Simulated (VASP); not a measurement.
# SnSe2 (P-3m1) in VASP: further runs

Runs on SnSe2. Level: PBE+D3(BJ). Tasks: single point.

Everything below comes from runs of VASP 6.6.1. Logs are shortened: lines on timing, memory, paths and dates and some standing lists are left out, and cuts for length are marked.

## 1. The cell of the first run

Symmetry: P-3m1, No. 164, trigonal system. The conventional cell has a = 3.838 Å, b = 3.838 Å, c = 6.015 Å, α = 90.00°, β = 90.00°, γ = 120.00°. Sn (site symmetry -3m) has 6 Se at 2.73 Å within 3.6 Å. Se (site symmetry 3m) has 3 Sn at 2.73 Å and 3 Se at 3.59 Å within 3.6 Å.

## 2. Single point, PBE+D3(BJ)

INCAR reads:

```
  PREC = Accurate
  ENCUT = 520
  EDIFF = 1E-7
  ISMEAR = 0
  SIGMA = 0.02
  LREAL = False
  LASPH = True
  NELM = 100
  ALGO = Normal
  ISIF = 2
  LWAVE = False
  LCHARG = True
  GGA = PE
  IVDW = 12
  LELF = True
  LVHAR = True
  NBANDS = 20
```

KPOINTS reads:

```
Automatic mesh
0
Gamma
  12 12 6
```

POSCAR reads:

```
SnSe2
1.0
    3.8380776335      0.0000000000      0.0000000000
   -1.9190388167      3.3238727323      0.0000000000
    0.0000000000      0.0000000000      6.0146785272
Sn Se
1 2
Direct
    0.0000000000      0.0000000000      0.0000000000
    0.3333333333      0.6666666667      0.2650914469
    0.6666666667      0.3333333333      0.7349085531
```

Potentials or basis: VASP PAW PBE potentials, release 64 (Sn_d, Se).

Run with:

```sh
> cat potpaw_PBE.64/Sn_d/POTCAR potpaw_PBE.64/Se/POTCAR > POTCAR
> mpirun -np 1 vasp_std > vasp.out
```

OUTCAR:

```text
PREC = Accurate
   ENCUT = 520
   EDIFF = 1E-7
   ISMEAR = 0
   LREAL = False
   LASPH = True
   NELM = 100
   ISIF = 2
   GGA = PE
   IVDW = 12
 IVDW          = 12

 ion  position               nearest neighbor table
   1  0.000  0.000  0.000-   2 2.73   3 2.73   2 2.73   3 2.73   3 2.73   2 2.73
   2  0.333  0.667  0.265-   1 2.73   1 2.73   1 2.73
   3  0.667  0.333  0.735-   1 2.73   1 2.73   1 2.73

  LATTYP: Found a hexagonal cell.
 ALAT       =     3.8380776335
 C/A-ratio  =     1.5671070524

  Lattice vectors:

 A1 = (   3.8380776335,   0.0000000000,   0.0000000000)
 A2 = (  -1.9190388167,   3.3238727323,   0.0000000000)
 A3 = (   0.0000000000,   0.0000000000,   6.0146785272)

Analysis of symmetry for initial positions (statically):
=====================================================================
 Subroutine PRICEL returns:
 Original cell was already a primitive cell.

 Routine SETGRP: Setting up the symmetry group for a
 hexagonal supercell.

 Subroutine GETGRP returns: Found 12 space group operations
 (whereof 12 operations were pure point group operations)
 out of a pool of 24 trial point group operations.

The static configuration has the point symmetry D_3d.

Analysis of symmetry for dynamics (positions and initial velocities):
=====================================================================
 Subroutine PRICEL returns:
 Original cell was already a primitive cell.

 Routine SETGRP: Setting up the symmetry group for a
 hexagonal supercell.

 Subroutine GETGRP returns: Found 12 space group operations
 (whereof 12 operations were pure point group operations)
 out of a pool of 24 trial point group operations.

The dynamic configuration has the point symmetry D_3d.

 Subroutine INISYM returns: Found 12 space group operations
 (whereof 12 operations are pure point group operations),
 and found     1 'primitive' translations

----------------------------------------------------------------------------------------

                                     Primitive cell

  volume of cell :      76.7309

  direct lattice vectors                    reciprocal lattice vectors
     3.838077634  0.000000000  0.000000000     0.260547101  0.150426939  0.000000000
    -1.919038817  3.323872732  0.000000000     0.000000000  0.300853878  0.000000000
     0.000000000  0.000000000  6.014678527     0.000000000  0.000000000  0.166259925

  length of vectors
     3.838077634  3.838077633  6.014678527     0.300853878  0.300853878  0.166259925

  position of ions in fractional coordinates (direct lattice)
     0.000000000  0.000000000  0.000000000
     0.333333333  0.666666667  0.265091447
     0.666666667  0.333333333  0.734908553

  ion indices of the primitive-cell ions
   primitive index   ion index
                 1           1
                 2           2
                 3           3

----------------------------------------------------------------------------------------

 KPOINTS: Automatic mesh

Automatic generation of k-mesh.
 Grid dimensions read from file:
 generate k-points for:   12   12    6

 Generating k-lattice:

  Cartesian coordinates                     Fractional coordinates (reciprocal lattice)
     0.021712258  0.012535578  0.000000000     0.083333333  0.000000000  0.000000000
     0.000000000  0.025071156  0.000000000     0.000000000  0.083333333  0.000000000
     0.000000000  0.000000000  0.027709987     0.000000000  0.000000000  0.166666667

  Length of vectors
     0.025071156  0.025071156  0.027709987

  Shift w.r.t. Gamma in fractional coordinates (k-lattice)
     0.000000000  0.000000000  0.000000000

 Subroutine IBZKPT returns following result:
 ===========================================

 Found    100 irreducible k-points:

 Following reciprocal coordinates:
            Coordinates               Weight
  0.000000  0.000000  0.000000      1.000000
  0.083333 -0.000000  0.000000      6.000000
  0.166667 -0.000000  0.000000      6.000000
  0.250000  0.000000  0.000000      6.000000
  0.333333  0.000000  0.000000      6.000000
  0.416667  0.000000  0.000000      6.000000
[... 16 lines left out ...]
  0.166667 -0.000000  0.166667      6.000000
  0.000000  0.166667  0.166667      6.000000
 [... further k-points ...]
   k-points           NKPTS =    100   k-points in BZ     NKDIM =    100   number of bands    NBANDS=     20
   number of dos      NEDOS =    301   number of ions     NIONS =      3
   total plane-waves  NPLWV =  43200
   dimension x,y,z NGX =    30 NGY =   30 NGZ =   48
   dimension x,y,z NGXF=    60 NGYF=   60 NGZF=   96
   ions per type =               1   2
   NGX,Y,Z   is equivalent  to a cutoff of  12.99, 12.99, 13.27 a.u.
   NGXF,Y,Z  is equivalent  to a cutoff of  25.99, 25.99, 26.53 a.u.
 SYSTEM =  unknown system
   PREC   = accura    normal or accurate (medium, high low for compatibility)
   ISTART =      0    job   : 0-new  1-cont  2-samecut
   ICHARG =      2    charge: 1-file 2-atom 10-const
   ISPIN  =      1    spin polarized calculation?
   LNONCOLLINEAR =      F non collinear calculations
   LSORBIT =      F    spin-orbit coupling
   LASPH  =      T    aspherical Exc in radial PAW
   ENCUT  =  520.0 eV  38.22 Ry    6.18 a.u.   7.14  7.14 11.18*2*pi/ulx,y,z
   NELM   =    100;   NELMIN=  2; NELMDL= -5     # of ELM steps
   EDIFF  = 0.1E-06   stopping-criterion for ELM
   LREAL  =      F    real-space projection
   EDIFFG = 0.1E-05   stopping-criterion for IOM
   NSW    =      0    number of steps for IOM
   IBRION =     -1    ionic relax: 0-MD 1-quasi-New 2-CG
   NFREE  =      0    steps in history (QN), initial steepest desc. (CG)
   ISIF   =      2    stress and relaxation
   ISYM   =      2    0-nonsym 1-usesym 2-fastsym
   POTIM  = 0.5000    time-step for ionic-motion
   TEBEG  =    0.0;   TEEND  =   0.0 temperature during run
   PSTRESS=    0.0 pullay stress
   NELECT =      26.0000    total number of electrons
   NUPDOWN=      -1.0000    fix difference up-down
   EMIN   =  10.00;   EMAX   =-10.00  energy-range for DOS
   EFERMI =   0.00;   METHOD = LEGACY
   ISMEAR =     0;   SIGMA  =   0.02  broadening in eV -4-tet -1-fermi 0-gaus
   EFERMI_NEDOS =   21; number of points for ismear=-14 and -15
   IALGO  =     38    algorithm
   IMIX   =      4    mixing-type and parameters
     AMIX     =   0.40;   BMIX     =  1.00
     AMIX_MAG =   1.60;   BMIX_MAG =  1.00
  volume/ion in A,a.u.               =      25.58       172.60
  Fermi-wavevector in a.u.,A,eV,Ry     =   1.141324  2.156790 17.723239  1.302621
  Thomas-Fermi vector in A             =   2.278025
   LORBIT       =      0    0 simple, 1 ext, 2 COOP (PROOUT), +10 PAW based schemes
   GGA     = PE    functional components
   LHFCALC =     F    Hartree Fock is set to
   AEXX    =    0.0000 exact exchange contribution
   IVDW    =    12    specifies the selected vdW correction
   LEPSILON=     F    determine dielectric tensor
   LRPA    =     F    only Hartree local field effects (RPA)
 non-spin polarized calculation
 Gauss-broadening in eV      SIGMA  =   0.02
  energy-cutoff  :      520.00
  volume of cell :       76.73
 maximum number of plane-waves:      2098
 NGX is ok and might be reduce to    30
   NGX = 15   NGY = 15   NGZ = 23

 number of electron      26.0000002 magnetization

 Free energy of the ion-electron system (eV)
  ---------------------------------------------------
  ext. energy  EPLUGINS =         0.00000000
  ---------------------------------------------------
  free energy    TOTEN  =       -11.80664707 eV

  energy without entropy =      -11.80664707  energy(sigma->0) =      -11.80664707

 E-fermi :   4.6078     XC(G=0):  -9.5627

 val. band max:        4.4420090815   @ k =   0.0833   0.0833   0.0000
 cond. band min:       4.7906814731   @ k =   0.0000   0.4167   0.3333
 fundamental gap:      0.3486723916
 Fermi energy:         4.6077817772

 k-point     1 :       0.0000    0.0000    0.0000
  band No.  band energies     occupation
      1     -16.9748      2.00000
      2     -16.9748      2.00000
      3     -16.9404      2.00000
      4     -16.9293      2.00000
      5     -16.9293      2.00000
      6      -9.5155      2.00000
[... 12 lines left out ...]
     19      13.3046      0.00000
     20      13.3046      0.00000

 k-point     2 :       0.0833   -0.0000    0.0000
  band No.  band energies     occupation
      1     -16.9774      2.00000
      2     -16.9723      2.00000
      3     -16.9387      2.00000
      4     -16.9310      2.00000
      5     -16.9291      2.00000
      6      -9.4492      2.00000
[... 12 lines left out ...]
     19      12.6354      0.00000
     20      13.3568      0.00000

 k-point     3 :       0.1667   -0.0000    0.0000
  band No.  band energies     occupation
      1     -16.9851      2.00000
      2     -16.9661      2.00000
      3     -16.9368      2.00000
      4     -16.9319      2.00000
      5     -16.9281      2.00000
      6      -9.2547      2.00000
[... 12 lines left out ...]
     19      12.3613      0.00000
     20      13.4648      0.00000

 k-point     4 :       0.2500    0.0000    0.0000
  band No.  band energies     occupation
      1     -16.9968      2.00000
      2     -16.9594      2.00000
      3     -16.9418      2.00000
      4     -16.9248      2.00000
      5     -16.9245      2.00000
      6      -8.9478      2.00000
[... 12 lines left out ...]
     19      12.4576      0.00000
     20      13.9081      0.00000

 k-point     5 :       0.3333    0.0000    0.0000
  band No.  band energies     occupation
      1     -17.0093      2.00000
      2     -16.9555      2.00000
      3     -16.9466      2.00000
      4     -16.9187      2.00000
      5     -16.9164      2.00000
      6      -8.5634      2.00000
[... 12 lines left out ...]
     19      13.2596      0.00000
     20      14.4737      0.00000
[... 353 lines left out ...]
      6      -9.3929      2.00000
[... 12 lines left out ...]
     19      12.6665      0.00000
     20      13.3603      0.00000

 k-point    22 :       0.0000    0.0833    0.1667
  band No.  band energies     occupation
      1     -16.9774      2.00000
      2     -16.9723      2.00000
      3     -16.9386      2.00000
      4     -16.9310      2.00000
      5     -16.9291      2.00000
      6      -9.3928      2.00000
[... 12 lines left out ...]
     19      12.5347      0.00000
     20      12.9739      0.00000

 k-point    23 :       0.1667   -0.0000    0.1667
  band No.  band energies     occupation
      1     -16.9851      2.00000
      2     -16.9661      2.00000
      3     -16.9368      2.00000
      4     -16.9319      2.00000
      5     -16.9281      2.00000
      6      -9.1998      2.00000
[... 12 lines left out ...]
     19      12.7947      0.00000
     20      13.1413      0.00000

 k-point    24 :       0.0000    0.1667    0.1667
  band No.  band energies     occupation
      1     -16.9851      2.00000
      2     -16.9661      2.00000
      3     -16.9369      2.00000
      4     -16.9318      2.00000
      5     -16.9281      2.00000
      6      -9.1995      2.00000
[... 12 lines left out ...]
     19      12.1536      0.00000
     20      13.1204      0.00000

 [... further k-points ...]

------------------------ aborting loop because EDIFF is reached ----------------------------------------

 Edisp (eV)   -1.09175

 E8    (eV) :    -0.4779

  FORCE on cell =-STRESS in cart. coord.  units (eV):
  Direction    XX          YY          ZZ          XY          YZ          ZX
  --------------------------------------------------------------------------------------
  -------------------------------------------------------------------------------------
  Total       0.04528     0.04528     0.02394     0.00000     0.00000     0.00000
  in kB       0.94554     0.94554     0.49984     0.00000     0.00000     0.00000
  external pressure =        0.80 kB  Pullay stress =        0.00 kB

 VOLUME and BASIS-vectors are now :
 -----------------------------------------------------------------------------
  energy-cutoff  :      520.00
  volume of cell :       76.73
      direct lattice vectors                 reciprocal lattice vectors
     3.838077634  0.000000000  0.000000000     0.260547101  0.150426939  0.000000000
    -1.919038817  3.323872732  0.000000000     0.000000000  0.300853878  0.000000000
     0.000000000  0.000000000  6.014678527     0.000000000  0.000000000  0.166259925

 POSITION                                       TOTAL-FORCE (eV/Angst)
 -----------------------------------------------------------------------------------
      0.00000      0.00000      0.00000        -0.000000      0.000000      0.000000
     -0.00000      2.21592      1.59444         0.000000      0.000000      0.012701
      1.91904      1.10796      4.42024        -0.000000     -0.000000     -0.012701
 -----------------------------------------------------------------------------------
    total drift:                               -0.000000      0.000000     -0.000000

  FREE ENERGIE OF THE ION-ELECTRON SYSTEM (eV)
  ---------------------------------------------------
  free  energy   TOTEN  =       -12.8983921447 eV

  energy  without entropy=      -12.8983921447  energy(sigma->0) =      -12.89839214
```

Run time: 1.9 min. Hardware: 1 thread of Intel Xeon Platinum 8488C (Sapphire Rapids), shared host; peak memory 0.3 GiB.

What came out:

* Free energy: -12.8984 eV
* Pressure: 0.1 GPa
* Largest force: 0.013 eV/Å
* Band gap on the k mesh: 0.35 eV, indirect (least direct gap 0.83 eV)
* Dispersion energy per atom: -0.364 eV

Forces in eV/Å, atoms in the order of the input:
```
Sn   0.000  0.000  0.000
Se   0.000  0.000  0.013
Se   0.000  0.000 -0.013
```

Caveat: spin-orbit coupling is left out, which moves the levels of the heavy elements. A k mesh can miss the band edges.

(Continued in part 2 of 2.)
